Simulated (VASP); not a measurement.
# KI (Immm) in VASP: notebook

KI is run at these levels: PBE; tasks: single point.

All numbers are computed with VASP 6.6.1; they aren't measurements. Logs are shortened: lines on timing, memory, paths and dates and some standing lists are left out, and cuts for length are marked.

### 1 The cell of the first run

It takes space group Immm (No. 71, orthorhombic). Conventional cell: a = 4.935 Å, b = 5.034 Å, c = 7.049 Å, α = 90.00°, β = 90.00°, γ = 90.00°. Within 4.6 Å of K (site symmetry mmm) lie 6 I at 3.52 Å. I (site symmetry mmm) has 6 K at 3.52 Å within 4.6 Å.

### 2 Single point, PBE (strain -0.0200 x Voigt [0, 0, 0, 0, 1, 0])

Input file INCAR:

```
ALGO     = Normal         # electronic algorithm
EDIFF    = 1E-7           # SCF threshold, eV
ENCUT    = 520            # plane-wave cutoff, eV
GGA      = PE             # functional
ISIF     = 2              # what is computed and relaxed
ISMEAR   = 0              # smearing method
LASPH    = T              # aspherical terms in the spheres
LCHARG   = F              # write CHGCAR
LREAL    = F              # projectors in reciprocal space
LWAVE    = F              # write WAVECAR
NBANDS   = 15             # bands
NELM     = 80             # most SCF steps
PREC     = Accurate       # precision mode
SIGMA    = 0.05           # smearing width, eV
```

Input file KPOINTS:

```
k-points
0
Gamma
  6 6 6
```

Input file POSCAR:

```
KI
1.0
   -0.0352455000      3.5245500000      3.5245500000
    3.4893045000      0.0000000000      3.4893045000
    3.5245500000      3.5245500000     -0.0352455000
K I
1 1
Direct
    0.0000000000      0.0000000000      0.0000000000
    0.5000000000      0.5000000000      0.5000000000
```

Potentials or basis: VASP PAW PBE potentials, release 64 (K_sv, I).

Launch:

```console
$ cat potpaw_PBE.64/K_sv/POTCAR potpaw_PBE.64/I/POTCAR > POTCAR
$ mpirun -np 1 vasp_std > vasp.out
```

OUTCAR:

```text
EDIFF = 1E-7
   ENCUT = 520
   GGA = PE
   ISIF = 2
   ISMEAR = 0
   LASPH = T
   LREAL = F
   NELM = 80
   PREC = Accurate

 ion  position               nearest neighbor table
   1  0.000  0.000  0.000-   2 3.52   2 3.52   2 3.52   2 3.52   2 3.52   2 3.52
   2  0.500  0.500  0.500-   1 3.52   1 3.52   1 3.52   1 3.52   1 3.52   1 3.52

  LATTYP: Found a body centered orthorhombic cell.
 ALAT       =     4.9346217471
 B/A-ratio  =     1.0202020202
 C/A-ratio  =     1.4284985479

  Lattice vectors:

 A1 = (   3.5245500000,  -3.5245500000,  -0.0352455000)
 A2 = (  -3.5245500000,  -3.5245500000,   0.0352455000)
 A3 = (   0.0352455000,   3.5245500000,  -3.5245500000)

Analysis of symmetry for initial positions (statically):
=====================================================================
 Subroutine PRICEL returns:
 Original cell was already a primitive cell.

 Routine SETGRP: Setting up the symmetry group for a
 body centered orthorhombic supercell.

 Subroutine GETGRP returns: Found  8 space group operations
 (whereof  8 operations were pure point group operations)
 out of a pool of  8 trial point group operations.

The static configuration has the point symmetry D_2h.

Analysis of symmetry for dynamics (positions and initial velocities):
=====================================================================
 Subroutine PRICEL returns:
 Original cell was already a primitive cell.

 Routine SETGRP: Setting up the symmetry group for a
 body centered orthorhombic supercell.

 Subroutine GETGRP returns: Found  8 space group operations
 (whereof  8 operations were pure point group operations)
 out of a pool of  8 trial point group operations.

The dynamic configuration has the point symmetry D_2h.

 Subroutine INISYM returns: Found  8 space group operations
 (whereof  8 operations are pure point group operations),
 and found     1 'primitive' translations

----------------------------------------------------------------------------------------

                                     Primitive cell

  volume of cell :      87.5584

  direct lattice vectors                    reciprocal lattice vectors
    -0.035245500  3.524550000  3.524550000    -0.140457507  0.141862082  0.140457507
     3.489304500  0.000000000  3.489304500     0.143295032 -0.141862082  0.143295032
     3.524550000  3.524550000 -0.035245500     0.140457507  0.141862082 -0.140457507

  length of vectors
     4.984591021  4.934621747  4.984591021     0.244093164  0.247369729  0.244093164

  position of ions in fractional coordinates (direct lattice)
     0.000000000  0.000000000  0.000000000
     0.500000000  0.500000000  0.500000000

  ion indices of the primitive-cell ions
   primitive index   ion index
                 1           1
                 2           2

----------------------------------------------------------------------------------------

 KPOINTS: k-points

Automatic generation of k-mesh.
 Grid dimensions read from file:
 generate k-points for:    6    6    6

 Generating k-lattice:

  Cartesian coordinates                     Fractional coordinates (reciprocal lattice)
    -0.023409584  0.023643680  0.023409584     0.166666667  0.000000000 -0.000000000
     0.023882505 -0.023643680  0.023882505     0.000000000  0.166666667 -0.000000000
     0.023409584  0.023643680 -0.023409584     0.000000000  0.000000000  0.166666667

  Length of vectors
     0.040682194  0.041228288  0.040682194

  Shift w.r.t. Gamma in fractional coordinates (k-lattice)
     0.000000000  0.000000000  0.000000000

 Subroutine IBZKPT returns following result:
 ===========================================

 Found     46 irreducible k-points:

 Following reciprocal coordinates:
            Coordinates               Weight
  0.000000  0.000000  0.000000      1.000000
  0.166667  0.000000  0.000000      4.000000
  0.333333  0.000000 -0.000000      4.000000
  0.500000  0.000000 -0.000000      2.000000
 -0.000000  0.166667 -0.000000      4.000000
  0.166667  0.166667 -0.000000      4.000000
[... 16 lines left out ...]
  0.500000  0.000000  0.166667      4.000000
 -0.333333  0.000000  0.166667      4.000000
 [... further k-points ...]
   k-points           NKPTS =     46   k-points in BZ     NKDIM =     46   number of bands    NBANDS=     15
   number of dos      NEDOS =    301   number of ions     NIONS =      2
   total plane-waves  NPLWV =  64000
   dimension x,y,z NGX =    40 NGY =   40 NGZ =   40
   dimension x,y,z NGXF=    80 NGYF=   80 NGZF=   80
   ions per type =               1   1
   NGX,Y,Z   is equivalent  to a cutoff of  13.34, 13.48, 13.34 a.u.
   NGXF,Y,Z  is equivalent  to a cutoff of  26.68, 26.95, 26.68 a.u.
 SYSTEM =  unknown system
   PREC   = accura    normal or accurate (medium, high low for compatibility)
   ISTART =      0    job   : 0-new  1-cont  2-samecut
   ICHARG =      2    charge: 1-file 2-atom 10-const
   ISPIN  =      1    spin polarized calculation?
   LNONCOLLINEAR =      F non collinear calculations
   LSORBIT =      F    spin-orbit coupling
   LASPH  =      T    aspherical Exc in radial PAW
   ENCUT  =  520.0 eV  38.22 Ry    6.18 a.u.   9.27  9.18  9.27*2*pi/ulx,y,z
   NELM   =     80;   NELMIN=  2; NELMDL= -5     # of ELM steps
   EDIFF  = 0.1E-06   stopping-criterion for ELM
   LREAL  =      F    real-space projection
   EDIFFG = 0.1E-05   stopping-criterion for IOM
   NSW    =      0    number of steps for IOM
   IBRION =     -1    ionic relax: 0-MD 1-quasi-New 2-CG
   NFREE  =      0    steps in history (QN), initial steepest desc. (CG)
   ISIF   =      2    stress and relaxation
   ISYM   =      2    0-nonsym 1-usesym 2-fastsym
   POTIM  = 0.5000    time-step for ionic-motion
   TEBEG  =    0.0;   TEEND  =   0.0 temperature during run
   PSTRESS=    0.0 pullay stress
   NELECT =      16.0000    total number of electrons
   NUPDOWN=      -1.0000    fix difference up-down
   EMIN   =  10.00;   EMAX   =-10.00  energy-range for DOS
   EFERMI =   0.00;   METHOD = LEGACY
   ISMEAR =     0;   SIGMA  =   0.05  broadening in eV -4-tet -1-fermi 0-gaus
   EFERMI_NEDOS =   21; number of points for ismear=-14 and -15
   IALGO  =     38    algorithm
   IMIX   =      4    mixing-type and parameters
     AMIX     =   0.40;   BMIX     =  1.00
     AMIX_MAG =   1.60;   BMIX_MAG =  1.00
  volume/ion in A,a.u.               =      43.78       295.44
  Fermi-wavevector in a.u.,A,eV,Ry     =   0.929000  1.755555 11.742381  0.863041
  Thomas-Fermi vector in A             =   2.055236
   LORBIT       =      0    0 simple, 1 ext, 2 COOP (PROOUT), +10 PAW based schemes
   GGA     = PE    functional components
   LHFCALC =     F    Hartree Fock is set to
   AEXX    =    0.0000 exact exchange contribution
   IVDW    =     0    specifies the selected vdW correction
   LEPSILON=     F    determine dielectric tensor
   LRPA    =     F    only Hartree local field effects (RPA)
 non-spin polarized calculation
 Gauss-broadening in eV      SIGMA  =   0.05
  energy-cutoff  :      520.00
  volume of cell :       87.56
 maximum number of plane-waves:      2377
 NGX is ok and might be reduce to    40
   NGX = 19   NGY = 19   NGZ = 19

 number of electron      15.9999999 magnetization

 Free energy of the ion-electron system (eV)
  ---------------------------------------------------
  ext. energy  EPLUGINS =         0.00000000
  ---------------------------------------------------
  free energy    TOTEN  =        -5.55339115 eV

  energy without entropy =       -5.55339115  energy(sigma->0) =       -5.55339115

 E-fermi :  -0.0545     XC(G=0):  -7.2054

 val. band max:       -0.3514567686   @ k =   0.0000   0.0000   0.0000
 cond. band min:       3.6001559841   @ k =   0.0000   0.0000   0.0000
 fundamental gap:      3.9516127527
 Fermi energy:        -0.0545043847

 k-point     1 :       0.0000    0.0000    0.0000
  band No.  band energies     occupation
      1     -28.8687      2.00000
      2     -12.3583      2.00000
      3     -12.3572      2.00000
      4     -12.3561      2.00000
      5     -10.8907      2.00000
      6      -0.4032      2.00000
      7      -0.3785      2.00000
      8      -0.3515      2.00000
      9       3.6002      0.00000
     10       6.0422      0.00000
     11       6.1168      0.00000
     12       6.1902      0.00000
     13       6.8374      0.00000
     14       6.8398      0.00000
     15       9.4197      0.00000

 k-point     2 :       0.1667    0.0000    0.0000
  band No.  band energies     occupation
      1     -28.8682      2.00000
      2     -12.3991      2.00000
      3     -12.3589      2.00000
      4     -12.3572      2.00000
      5     -10.8160      2.00000
      6      -0.8138      2.00000
      7      -0.4756      2.00000
      8      -0.4416      2.00000
      9       4.2246      0.00000
     10       6.0073      0.00000
     11       6.3824      0.00000
     12       6.4782      0.00000
     13       7.1519      0.00000
     14       7.1672      0.00000
     15      10.2591      0.00000

 k-point     3 :       0.3333    0.0000   -0.0000
  band No.  band energies     occupation
      1     -28.8671      2.00000
      2     -12.4750      2.00000
      3     -12.3602      2.00000
      4     -12.3581      2.00000
      5     -10.6741      2.00000
      6      -1.4527      2.00000
      7      -0.6407      2.00000
      8      -0.6087      2.00000
      9       4.9881      0.00000
     10       6.6290      0.00000
     11       7.0932      0.00000
     12       7.1819      0.00000
     13       7.9754      0.00000
     14       8.0311      0.00000
     15       9.3157      0.00000
[... 343 lines left out ...]
 k-point    23 :       0.5000    0.0000    0.1667
  band No.  band energies     occupation
      1     -28.8664      2.00000
      2     -12.4801      2.00000
      3     -12.3674      2.00000
      4     -12.3648      2.00000
      5     -10.6387      2.00000
      6      -1.5664      2.00000
      7      -0.8480      2.00000
      8      -0.6932      2.00000
      9       5.4088      0.00000
     10       6.6219      0.00000
     11       7.1984      0.00000
     12       7.9285      0.00000
     13       8.1792      0.00000
     14       8.5420      0.00000
     15       9.5488      0.00000

 k-point    24 :      -0.3333    0.0000    0.1667
  band No.  band energies     occupation
      1     -28.8666      2.00000
      2     -12.4754      2.00000
      3     -12.3715      2.00000
      4     -12.3610      2.00000
      5     -10.6477      2.00000
      6      -1.5060      2.00000
      7      -0.8318      2.00000
      8      -0.6790      2.00000
      9       5.4939      0.00000
     10       6.5935      0.00000
     11       7.0366      0.00000
     12       7.4717      0.00000
     13       8.1478      0.00000
     14       8.6193      0.00000
     15       9.3802      0.00000

 [... further k-points ...]

------------------------ aborting loop because EDIFF is reached ----------------------------------------

  FORCE on cell =-STRESS in cart. coord.  units (eV):
  Direction    XX          YY          ZZ          XY          YZ          ZX
  --------------------------------------------------------------------------------------
  -------------------------------------------------------------------------------------
  Total        0.3865367      0.3854704      0.3865367      0.0000000      0.0000000      0.0384685
  in kB        7.0730015      7.0534902      7.0730015      0.0000000      0.0000000      0.7039114
  external PRESSURE =       7.0664977 kB  Pullay stress =       0.0000000 kB

 VOLUME and BASIS-vectors are now :
 -----------------------------------------------------------------------------
  energy-cutoff  :      520.00
  volume of cell :       87.56
      direct lattice vectors                 reciprocal lattice vectors
    -0.035245500  3.524550000  3.524550000    -0.140457507  0.141862082  0.140457507
     3.489304500  0.000000000  3.489304500     0.143295032 -0.141862082  0.143295032
     3.524550000  3.524550000 -0.035245500     0.140457507  0.141862082 -0.140457507

 POSITION                                       TOTAL-FORCE (eV/Angst)
 -----------------------------------------------------------------------------------
      0.00000      0.00000      0.00000         0.000000      0.000000      0.000000
      3.48930      3.52455      3.48930        -0.000000     -0.000000     -0.000000
 -----------------------------------------------------------------------------------
    total drift:                                0.000000     -0.000000     -0.000000

  FREE ENERGIE OF THE ION-ELECTRON SYSTEM (eV)
  ---------------------------------------------------
  free  energy   TOTEN  =        -5.5533911519 eV

  energy  without entropy=       -5.5533911519  energy(sigma->0) =       -5.55339115
```

Wall time 2.6 min (1 thread of AMD EPYC 7R13, shared host); peak memory 0.23 GiB.

Results:

```yaml
Free_energy: -5.5534 eV
Pressure: 0.7 GPa
Band_gap_on_the_k_mesh: 3.95 eV
```

Caveat: the cell differs from its parent crystal (strain -0.0200 x Voigt [0, 0, 0, 0, 1, 0]); spin-orbit coupling is left out, which moves the levels of the heavy elements.

### 3 Single point, PBE (strain +0.0150 x Voigt [0, 0, 0, 0, 1, 0])

Input file INCAR:

```
ALGO = Normal
EDIFF = 1E-7
ENCUT = 520
GGA = PE
ISIF = 2
ISMEAR = 0
LASPH = T
LCHARG = T
LELF = T
LREAL = F
LVHAR = T
LWAVE = F
NBANDS = 15
NELM = 80
PREC = Accurate
SIGMA = 0.05
```

KPOINTS is that of step 2.

Input file POSCAR:

```
KI
1.0
    0.0264341250      3.5245500000      3.5245500000
    3.5509841250      0.0000000000      3.5509841250
    3.5245500000      3.5245500000      0.0264341250
K I
1 1
Direct
    0.0000000000      0.0000000000      0.0000000000
    0.5000000000      0.5000000000      0.5000000000
```

Potentials or basis: VASP PAW PBE potentials, release 64 (K_sv, I).

Launch:

```console
$ cat potpaw_PBE.64/K_sv/POTCAR potpaw_PBE.64/I/POTCAR > POTCAR
$ mpirun -np 1 vasp_std > vasp.out
```

Run time: 2.8 min. Hardware: 1 thread of AMD EPYC 7R13, shared host; peak memory 0.23 GiB.

Results (log left out):

| Property | Result |
| --- | --- |
| Free energy | -5.5536 eV |
| Pressure | 0.7 GPa |
| Band gap on the k mesh | 3.96 eV |

Stress tensor (GPa, compression positive):
```
 0.71  0.00 -0.05
 0.00  0.71  0.00
-0.05  0.00  0.71
```

Levels at points of the mesh, in eV from the valence-band top:
```csv
k point,band 4,band 5,band 6,band 7,band 8,band 9,band 10,band 11,band 12,band 13
"(0.00, 0.00, 0.00)",-12.00,-10.53,-0.04,-0.02,0.00,3.96,6.42,6.47,6.53,7.20
"(0.50, 0.00, 0.00)",-12.00,-10.24,-1.35,-0.39,-0.36,5.50,7.73,8.08,8.15,8.68
"(0.00, 0.50, 0.00)",-12.00,-10.25,-1.36,-0.36,-0.34,5.52,7.69,8.13,8.20,8.65
"(0.50, 0.50, 0.00)",-12.02,-10.39,-1.03,-0.39,-0.39,4.90,5.76,8.08,8.71,8.82
"(0.50, 0.00, 0.50)",-12.02,-10.39,-1.03,-0.42,-0.36,4.90,5.76,8.08,8.72,8.82
```

Caveat: the cell differs from its parent crystal (strain +0.0150 x Voigt [0, 0, 0, 0, 1, 0]); spin-orbit coupling is left out, which moves the levels of the heavy elements.
